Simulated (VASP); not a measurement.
Pt:

```
Pt
1.0
     0.00000    1.96090    1.96090
     1.96090    0.00000    1.96090
     1.96090    1.96090    0.00000
Pt
1
Direct
  0.00000 0.00000 0.00000
```

```yaml
Program: VASP 6.6.1
Task: relaxation of cell and atoms
Functional: RPBE
Potentials_or_basis: VASP PAW PBE potentials, release 64 (Pt)
Cutoff: 500 eV
k_mesh: 8 × 8 × 8
Occupations: gaussian, width 0.1 eV
Spin: no spin polarisation
```

At the start: pressure 13.1 GPa; volume 15.08 Å³/atom.

Question: Where does the relaxation end?

Answer: Over 4 steps the energy falls by 29.2 meV/atom and the volume is 15.84 Å³/atom (+5.0 %); space group Fm-3m (No. 225, to 0.05 Å).

The path:
```tsv
step	energy change (eV)	largest force (eV/Å)	pressure (GPa)	volume (Å³)
1	0.0000	0.0000	13.08	15.08
2	0.1190	0.0000	-19.82	17.93
3	-0.0291	0.0000	-0.68	15.88
4	-0.0292	0.0000	-0.07	15.84
```

Final structure:
```cif
data_structure
_symmetry_space_group_name_H-M 'P 1'
_symmetry_Int_Tables_number 1
_cell_length_a 2.8190
_cell_length_b 2.8190
_cell_length_c 2.8190
_cell_angle_alpha 60.000
_cell_angle_beta 60.000
_cell_angle_gamma 60.000
_cell_volume 15.84
loop_
_atom_site_label
_atom_site_type_symbol
_atom_site_fract_x
_atom_site_fract_y
_atom_site_fract_z
_atom_site_occupancy
Pt1 Pt 0.00000 0.00000 0.00000 1
```

Caveat: the PAW data sets were made with another functional, which shifts forces and pressure a little.
